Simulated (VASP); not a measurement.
# Al (C222_1) in VASP: notebook

Runs on Al. Level: PBE+D3(BJ). Tasks: single point.

All numbers are computed with VASP 6.6.1; they aren't measurements. Logs are shortened: lines on timing, memory, paths and dates and some standing lists are left out, and cuts for length are marked.

## (1) The cell of the first run

It takes space group C222_1 (No. 20, orthorhombic). Conventional cell: a = 2.890 Å, b = 5.005 Å, c = 9.241 Å, α = 90.00°, β = 90.00°, γ = 90.00°. Within 3.4 Å of Al (site symmetry 2) lie 12 Al at 2.59 to 3.21 Å. Within 3.4 Å of Al (site symmetry 2) lie 12 Al at 2.59 to 3.21 Å.

## (2) Single point, PBE+D3(BJ)

INCAR reads:

```
PREC = Accurate
ENCUT = 520
EDIFF = 1E-6
ISMEAR = 0
SIGMA = 0.15
LREAL = False
LASPH = True
NELM = 60
ALGO = Fast
ISIF = 2
LWAVE = False
LCHARG = True
GGA = PE
IVDW = 12
LELF = True
LVHAR = True
NBANDS = 14
```

KPOINTS reads:

```
Automatic mesh
0
Gamma
  18 18 4
```

POSCAR reads:

```
Al
1.0
    2.8895673394      0.0000000000      0.0000000000
   -1.4447836697      2.5024387218      0.0000000000
    0.0000000000      0.0000000000      9.2410470711
Al
4
Direct
   -0.2156748145      0.0000000000      0.0000000000
    0.3333333333      0.6666666667      0.2500000000
    0.2156748145      0.0000000000      0.5000000000
    0.6666666667      0.3333333333      0.7500000000
```

Potentials or basis: VASP PAW PBE potentials, release 64 (Al).

The run is started by

```
$ cat potpaw_PBE.64/Al/POTCAR > POTCAR
$ mpirun -np 1 vasp_std > vasp.out
```

OUTCAR:

```text
PREC = Accurate
   ENCUT = 520
   EDIFF = 1E-6
   ISMEAR = 0
   LREAL = False
   LASPH = True
   NELM = 60
   ISIF = 2
   GGA = PE
   IVDW = 12
 IVDW          = 12

 ion  position               nearest neighbor table
   1  0.784  0.000  0.000-   4 2.59   2 2.59   2 2.92   4 2.92   2 3.21   4 3.21
   2  0.333  0.667  0.250-   3 2.59   1 2.59   1 2.92   3 2.92   1 3.21   3 3.21
   3  0.216  0.000  0.500-   2 2.59   4 2.59   4 2.92   2 2.92   4 3.21   2 3.21
   4  0.667  0.333  0.750-   1 2.59   3 2.59   3 2.92   1 2.92   3 3.21   1 3.21

  LATTYP: Found a hexagonal cell.
 ALAT       =     2.8895673394
 C/A-ratio  =     3.1980729243

  Lattice vectors:

 A1 = (   2.8895673394,   0.0000000000,   0.0000000000)
 A2 = (  -1.4447836697,   2.5024387218,   0.0000000000)
 A3 = (   0.0000000000,   0.0000000000,   9.2410470711)

Analysis of symmetry for initial positions (statically):
=====================================================================
 Subroutine PRICEL returns:
 Original cell was already a primitive cell.

 Routine SETGRP: Setting up the symmetry group for a
 hexagonal supercell.

 Subroutine GETGRP returns: Found  4 space group operations
 (whereof  2 operations were pure point group operations)
 out of a pool of 24 trial point group operations.

The static configuration has the point symmetry C_2 .
 The point group associated with its full space group is D_2 .

Analysis of symmetry for dynamics (positions and initial velocities):
=====================================================================
 Subroutine PRICEL returns:
 Original cell was already a primitive cell.

 Routine SETGRP: Setting up the symmetry group for a
 hexagonal supercell.

 Subroutine GETGRP returns: Found  4 space group operations
 (whereof  2 operations were pure point group operations)
 out of a pool of 24 trial point group operations.

The dynamic configuration has the point symmetry C_2 .
 The point group associated with its full space group is D_2 .

 Subroutine INISYM returns: Found  4 space group operations
 (whereof  2 operations are pure point group operations),
 and found     1 'primitive' translations

----------------------------------------------------------------------------------------

                                     Primitive cell

  volume of cell :      66.8217

  direct lattice vectors                    reciprocal lattice vectors
     2.889567339  0.000000000  0.000000000     0.346072572  0.199805092  0.000000000
    -1.444783670  2.502438722  0.000000000     0.000000000  0.399610185  0.000000000
     0.000000000  0.000000000  9.241047071     0.000000000  0.000000000  0.108212846

  length of vectors
     2.889567339  2.889567339  9.241047071     0.399610185  0.399610185  0.108212846

  position of ions in fractional coordinates (direct lattice)
     0.784325186  0.000000000  0.000000000
     0.333333333  0.666666667  0.250000000
     0.215674814  0.000000000  0.500000000
     0.666666667  0.333333333  0.750000000

  ion indices of the primitive-cell ions
   primitive index   ion index
                 1           1
                 2           2
                 3           3
                 4           4

----------------------------------------------------------------------------------------

 KPOINTS: Automatic mesh

Automatic generation of k-mesh.
 Grid dimensions read from file:
 generate k-points for:   18   18    4

 Generating k-lattice:

  Cartesian coordinates                     Fractional coordinates (reciprocal lattice)
     0.019226254  0.011100283  0.000000000     0.055555556  0.000000000  0.000000000
     0.000000000  0.022200566  0.000000000     0.000000000  0.055555556  0.000000000
     0.000000000  0.000000000  0.027053211     0.000000000  0.000000000  0.250000000

  Length of vectors
     0.022200566  0.022200566  0.027053211

  Shift w.r.t. Gamma in fractional coordinates (k-lattice)
     0.000000000  0.000000000  0.000000000

 Subroutine IBZKPT returns following result:
 ===========================================

 Found    273 irreducible k-points:

 Following reciprocal coordinates:
            Coordinates               Weight
  0.000000  0.000000  0.000000      1.000000
  0.055556 -0.000000  0.000000      4.000000
  0.000000  0.055556  0.000000      2.000000
  0.111111 -0.000000  0.000000      4.000000
  0.000000  0.111111  0.000000      2.000000
  0.166667  0.000000  0.000000      4.000000
[... 16 lines left out ...]
 -0.055556  0.166667  0.000000      4.000000
 -0.166667  0.111111  0.000000      4.000000
 [... further k-points ...]
   k-points           NKPTS =    273   k-points in BZ     NKDIM =    273   number of bands    NBANDS=     14
   number of dos      NEDOS =    301   number of ions     NIONS =      4
   total plane-waves  NPLWV =  40320
   dimension x,y,z NGX =    24 NGY =   24 NGZ =   70
   dimension x,y,z NGXF=    48 NGYF=   48 NGZF=  140
   ions per type =               4
   NGX,Y,Z   is equivalent  to a cutoff of  13.81, 13.81, 12.59 a.u.
   NGXF,Y,Z  is equivalent  to a cutoff of  27.62, 27.62, 25.19 a.u.
 SYSTEM =  unknown system
   PREC   = accura    normal or accurate (medium, high low for compatibility)
   ISTART =      0    job   : 0-new  1-cont  2-samecut
   ICHARG =      2    charge: 1-file 2-atom 10-const
   ISPIN  =      1    spin polarized calculation?
   LNONCOLLINEAR =      F non collinear calculations
   LSORBIT =      F    spin-orbit coupling
   LASPH  =      T    aspherical Exc in radial PAW
   ENCUT  =  520.0 eV  38.22 Ry    6.18 a.u.   5.37  5.37 17.18*2*pi/ulx,y,z
   NELM   =     60;   NELMIN=  2; NELMDL= -5     # of ELM steps
   EDIFF  = 0.1E-05   stopping-criterion for ELM
   LREAL  =      F    real-space projection
   EDIFFG = 0.1E-04   stopping-criterion for IOM
   NSW    =      0    number of steps for IOM
   IBRION =     -1    ionic relax: 0-MD 1-quasi-New 2-CG
   NFREE  =      0    steps in history (QN), initial steepest desc. (CG)
   ISIF   =      2    stress and relaxation
   ISYM   =      2    0-nonsym 1-usesym 2-fastsym
   POTIM  = 0.5000    time-step for ionic-motion
   TEBEG  =    0.0;   TEEND  =   0.0 temperature during run
   PSTRESS=    0.0 pullay stress
   NELECT =      12.0000    total number of electrons
   NUPDOWN=      -1.0000    fix difference up-down
   EMIN   =  10.00;   EMAX   =-10.00  energy-range for DOS
   EFERMI =   0.00;   METHOD = LEGACY
   ISMEAR =     0;   SIGMA  =   0.15  broadening in eV -4-tet -1-fermi 0-gaus
   EFERMI_NEDOS =   21; number of points for ismear=-14 and -15
   IALGO  =     68    algorithm
   IMIX   =      4    mixing-type and parameters
     AMIX     =   0.40;   BMIX     =  1.00
     AMIX_MAG =   1.60;   BMIX_MAG =  1.00
  volume/ion in A,a.u.               =      16.71       112.73
  Fermi-wavevector in a.u.,A,eV,Ry     =   0.923626  1.745400 11.606923  0.853085
  Thomas-Fermi vector in A             =   2.049283
   LORBIT       =      0    0 simple, 1 ext, 2 COOP (PROOUT), +10 PAW based schemes
   GGA     = PE    functional components
   LHFCALC =     F    Hartree Fock is set to
   AEXX    =    0.0000 exact exchange contribution
   IVDW    =    12    specifies the selected vdW correction
   LEPSILON=     F    determine dielectric tensor
   LRPA    =     F    only Hartree local field effects (RPA)
 non-spin polarized calculation
 RMM-DIIS sequential band-by-band and
 Gauss-broadening in eV      SIGMA  =   0.15
  energy-cutoff  :      520.00
  volume of cell :       66.82
 maximum number of plane-waves:      1834
 NGX is ok and might be reduce to    24
   NGX = 11   NGY = 11   NGZ = 35

 number of electron      12.0000000 magnetization

 Free energy of the ion-electron system (eV)
  ---------------------------------------------------
  ext. energy  EPLUGINS =         0.00000000
  ---------------------------------------------------
  free energy    TOTEN  =       -14.63165881 eV

  energy without entropy =      -14.61364382  energy(sigma->0) =      -14.62265132

 E-fermi :   7.8306     XC(G=0): -10.1415

 val. band max:        7.8294652396   @ k =   0.1667   0.0000   0.5000
 cond. band min:       7.8342501200   @ k =   0.0000   0.1667   0.5000
 fundamental gap:      0.0047848803
 Fermi energy:         7.8305581938

 k-point     1 :       0.0000    0.0000    0.0000
  band No.  band energies     occupation
      1      -3.1868      2.00000
      2      -1.4652      2.00000
      3      -1.4648      2.00000
      4       3.3944      2.00000
      5       3.7688      2.00000
      6      11.5703      0.00000
      7      11.5713      0.00000
      8      18.0198      0.00000
      9      18.3021      0.00000
     10      18.5350      0.00000
     11      18.8350      0.00000
     12      19.2510      0.00000
     13      19.3773      0.00000
     14      19.5199      0.00000

 k-point     2 :       0.0556   -0.0000    0.0000
  band No.  band energies     occupation
      1      -3.1139      2.00000
      2      -1.3932      2.00000
      3      -1.3928      2.00000
      4       3.4612      2.00000
      5       3.8403      2.00000
      6      11.6134      0.00000
      7      11.6299      0.00000
      8      16.7295      0.00000
      9      17.2783      0.00000
     10      17.9600      0.00000
     11      17.9993      0.00000
     12      18.2206      0.00000
     13      18.6409      0.00000
     14      19.1743      0.00000
[... 343 lines left out ...]
      1      -2.6774      2.00000
      2      -0.9621      2.00000
      3      -0.9616      2.00000
      4       3.8629      2.00000
      5       4.2656      2.00000
      6      11.8202      0.00000
      7      11.9427      0.00000
      8      13.7646      0.00000
      9      14.9415      0.00000
     10      15.0929      0.00000
     11      15.1904      0.00000
     12      16.2046      0.00000
     13      16.2232      0.00000
     14      18.1612      0.00000

 k-point    24 :      -0.1667    0.1111    0.0000
  band No.  band energies     occupation
      1      -2.6776      2.00000
      2      -0.9622      2.00000
      3      -0.9617      2.00000
      4       3.8612      2.00000
      5       4.2668      2.00000
      6      11.7641      0.00000
      7      11.9051      0.00000
      8      13.9471      0.00000
      9      14.8719      0.00000
     10      15.0827      0.00000
     11      15.1198      0.00000
     12      16.1553      0.00000
     13      16.3418      0.00000
     14      18.4332      0.00000

 [... further k-points ...]

------------------------ aborting loop because EDIFF is reached ----------------------------------------

 Edisp (eV)   -1.32905

 E8    (eV) :    -0.5944

  FORCE on cell =-STRESS in cart. coord.  units (eV):
  Direction    XX          YY          ZZ          XY          YZ          ZX
  --------------------------------------------------------------------------------------
  -------------------------------------------------------------------------------------
  Total      -1.65442    -1.56386     1.87121     0.00000     0.00000     0.00000
  in kB     -39.66785   -37.49641    44.86584     0.00000     0.00000     0.00000
  external pressure =      -10.77 kB  Pullay stress =        0.00 kB

 VOLUME and BASIS-vectors are now :
 -----------------------------------------------------------------------------
  energy-cutoff  :      520.00
  volume of cell :       66.82
      direct lattice vectors                 reciprocal lattice vectors
     2.889567339  0.000000000  0.000000000     0.346072572  0.199805092  0.000000000
    -1.444783670  2.502438722  0.000000000     0.000000000  0.399610185  0.000000000
     0.000000000  0.000000000  9.241047071     0.000000000  0.000000000  0.108212846

 POSITION                                       TOTAL-FORCE (eV/Angst)
 -----------------------------------------------------------------------------------
      2.26636      0.00000      0.00000         0.489705      0.000000      0.000000
     -0.00000      1.66829      2.31026         0.000000     -0.435480      0.000000
      0.62321      0.00000      4.62052        -0.489705      0.000000      0.000000
      1.44478      0.83415      6.93079         0.000000      0.435480      0.000000
 -----------------------------------------------------------------------------------
    total drift:                                0.000000      0.000000      0.000000

  FREE ENERGIE OF THE ION-ELECTRON SYSTEM (eV)
  ---------------------------------------------------
  free  energy   TOTEN  =       -15.9607078673 eV

  energy  without entropy=      -15.9426928693  energy(sigma->0) =      -15.95170037
```

Run time: 2.4 min. Hardware: 1 thread of Intel Xeon 6975P-C, shared host; peak memory 0.34 GiB.

Results:

```
Free energy                : -15.9607 eV
Pressure                   : -1.1 GPa
Largest force              : 0.490 eV/Å
Band gap on the k mesh     : zero (band 6 reaches 11.82 eV, above the bottom of band 7 at 6.11 eV)
Dispersion energy per atom : -0.332 eV
```

Forces in eV/Å, atoms in the order of the input:
```
Al   0.490  0.000  0.000
Al   0.000 -0.435  0.000
Al  -0.490  0.000  0.000
Al   0.000  0.435  0.000
```

Caveat: pairwise dispersion overbinds metals, which lowers pressure and volume.

## (3) Single point, PBE+D3(BJ)

INCAR reads:

```
PREC = Accurate
ENCUT = 520
EDIFF = 1E-6
ISMEAR = 0
SIGMA = 0.15
LREAL = F
LASPH = T
NELM = 80
ALGO = Fast
ISIF = 2
LWAVE = F
LCHARG = T
GGA = PE
IVDW = 12
LELF = T
LVHAR = T
NBANDS = 14
```

KPOINTS is that of step 2.

POSCAR reads:

```
Al
1.0
    2.8895673394      0.0000000000      0.0000000000
   -1.4447836697      2.5024387218      0.0000000000
    0.0000000000      0.0000000000      9.2410470711
Al
4
Direct
   -0.1725398516      0.0000000000      0.0000000000
    0.3333333333      0.6666666667      0.2500000000
    0.1725398516      0.0000000000      0.5000000000
    0.6666666667      0.3333333333      0.7500000000
```

Potentials or basis: VASP PAW PBE potentials, release 64 (Al).

The run is started by

```
$ cat potpaw_PBE.64/Al/POTCAR > POTCAR
$ mpirun -np 1 vasp_std > vasp.out
```

OUTCAR:

```text
PREC = Accurate
   ENCUT = 520
   EDIFF = 1E-6
   ISMEAR = 0
   LREAL = F
   LASPH = T
   NELM = 80
   ISIF = 2
   GGA = PE
   IVDW = 12
 IVDW          = 12

 ion  position               nearest neighbor table
   1  0.827  0.000  0.000-   4 2.63   2 2.63   2 2.89   4 2.89   2 3.13   4 3.13
   2  0.333  0.667  0.250-   3 2.63   1 2.63   1 2.89   3 2.89   1 3.13   3 3.13
   3  0.173  0.000  0.500-   2 2.63   4 2.63   4 2.89   2 2.89   4 3.13   2 3.13
   4  0.667  0.333  0.750-   1 2.63   3 2.63   3 2.89   1 2.89   3 3.13   1 3.13
[... 615 lines left out ...]

  FORCE on cell =-STRESS in cart. coord.  units (eV):
  Direction    XX          YY          ZZ          XY          YZ          ZX
  --------------------------------------------------------------------------------------
  -------------------------------------------------------------------------------------
  Total      -1.74160    -1.68302     0.85477     0.00000     0.00000     0.00000
  in kB     -41.75810   -40.35363    20.49463     0.00000     0.00000     0.00000
  external pressure =      -20.54 kB  Pullay stress =        0.00 kB

 VOLUME and BASIS-vectors are now :
 -----------------------------------------------------------------------------
  energy-cutoff  :      520.00
  volume of cell :       66.82
      direct lattice vectors                 reciprocal lattice vectors
     2.889567339  0.000000000  0.000000000     0.346072572  0.199805092  0.000000000
    -1.444783670  2.502438722  0.000000000     0.000000000  0.399610185  0.000000000
     0.000000000  0.000000000  9.241047071     0.000000000  0.000000000  0.108212846

 POSITION                                       TOTAL-FORCE (eV/Angst)
 -----------------------------------------------------------------------------------
      2.39100      0.00000      0.00000         0.395073      0.000000      0.000000
     -0.00000      1.66829      2.31026         0.000000     -0.291173      0.000000
      0.49857      0.00000      4.62052        -0.395073      0.000000      0.000000
      1.44478      0.83415      6.93079         0.000000      0.291173      0.000000
 -----------------------------------------------------------------------------------
    total drift:                                0.000000      0.000000      0.000000

  FREE ENERGIE OF THE ION-ELECTRON SYSTEM (eV)
  ---------------------------------------------------
  free  energy   TOTEN  =       -16.0713648897 eV

  energy  without entropy=      -16.0535067563  energy(sigma->0) =      -16.06243582
```

stdout:

```text
POSCAR found type information on POSCAR Al
 POSCAR found :  1 types and       4 ions
 scaLAPACK will be used
 LDA part: xc-table for (Slater+PW92), standard interpolation
 POSCAR, INCAR and KPOINTS ok, starting setup
 FFT: planning ... GRIDC
 FFT: planning ... GRID_SOFT
 FFT: planning ... GRID
 WAVECAR not read
 entering main loop
```

It took 2.6 min on 1 thread of Intel Xeon 6975P-C, shared host; peak memory 0.33 GiB.

Results:

- Free energy: -16.0714 eV
- Pressure: -2.1 GPa
- Largest force: 0.395 eV/Å
- Band gap on the k mesh: zero (band 6 reaches 11.87 eV, above the bottom of band 7 at 6.15 eV)
- Dispersion energy per atom: -0.332 eV

Forces on the atoms (eV/Å):
```
Al   0.395  0.000  0.000
Al   0.000 -0.291  0.000
Al  -0.395  0.000  0.000
Al   0.000  0.291  0.000
```

Levels at points of the mesh, in eV from the Fermi level:
| k point | band 3 | band 4 | band 5 | band 6 | band 7 | band 8 | band 9 | band 10 |
| --- | --- | --- | --- | --- | --- | --- | --- | --- |
| (0.00, 0.00, 0.00) | -9.30 | -4.43 | -4.07 | 3.76 | 3.76 | 10.28 | 10.39 | 10.65 |
| (0.50, 0.00, 0.00) | -3.78 | -3.76 | -3.43 | -3.41 | 1.04 | 1.19 | 1.61 | 1.68 |
| (0.00, 0.50, 0.00) | -3.90 | -3.80 | -3.37 | -3.23 | 0.79 | 1.34 | 1.49 | 1.81 |
| (0.00, 0.00, 0.50) | -7.18 | -7.18 | -0.58 | -0.58 | 8.51 | 8.51 | 10.61 | 10.61 |
| (0.50, 0.00, 0.50) | -4.78 | -4.78 | -1.98 | -1.98 | -0.99 | -0.99 | 4.51 | 4.51 |
| (0.00, 0.50, 0.50) | -4.76 | -4.76 | -1.83 | -1.83 | -1.14 | -1.14 | 4.49 | 4.49 |

Caveat: pairwise dispersion overbinds metals, which lowers pressure and volume.

(Continued in part 2 of 2.)
